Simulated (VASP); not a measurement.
Wanted: the native input for a VASP 6.6.1 run.

```
Task                   : single point
Functional             : PBE
Potentials or basis    : VASP PAW PBE potentials, release 64 (Ti_sv)
Cutoff                 : 520 eV
k mesh                 : 8 × 6 × 6
Occupations            : gaussian, width 0.2 eV
Spin                   : no spin polarisation
Dipole correction      : no
Further INCAR settings : ALGO = Fast; EDIFF = 1e-06; NBANDS = 32
```

The structure of Ti lies in POSCAR:

```
Ti
1.0
    0.0000000000      2.0563341165      2.0563341165
    4.1126682330      2.0563341165     -2.0563341165
   -4.1126682330      2.0563341165     -2.0563341165
Ti
4
Direct
    0.0000000000      0.2500000000      0.7500000000
    0.5000000000      0.7500000000      0.7500000000
    0.5000000000      0.2500000000      0.2500000000
    0.0000000000      0.7500000000      0.2500000000
```

This isn't the form of Ti at room conditions, which is hcp.

These files were run (other wordings do the same):

INCAR

```
  ALGO = Fast
  EDIFF = 1E-6
  ENCUT = 520
  GGA = PE
  ISIF = 2
  ISMEAR = 0
  LASPH = T
  LCHARG = F
  LREAL = F
  LWAVE = F
  NBANDS = 32
  NELM = 60
  PREC = Accurate
  SIGMA = 0.2
```

KPOINTS

```
k-points
0
Gamma
  8 6 6
```

Potentials or basis: VASP PAW PBE potentials, release 64 (Ti_sv).

Run with:

```sh
$ cat potpaw_PBE.64/Ti_sv/POTCAR > POTCAR
$ mpirun -np 1 vasp_std > vasp.out
```

It gave:

```yaml
Pressure: -1.0 GPa
Band_gap_on_the_k_mesh: zero (bands 24 and 25 overlap by 1.24 eV)
```

Wall time 13 min on 1 thread of AMD EPYC 7R13 (shared host), peak memory 0.23 GiB.
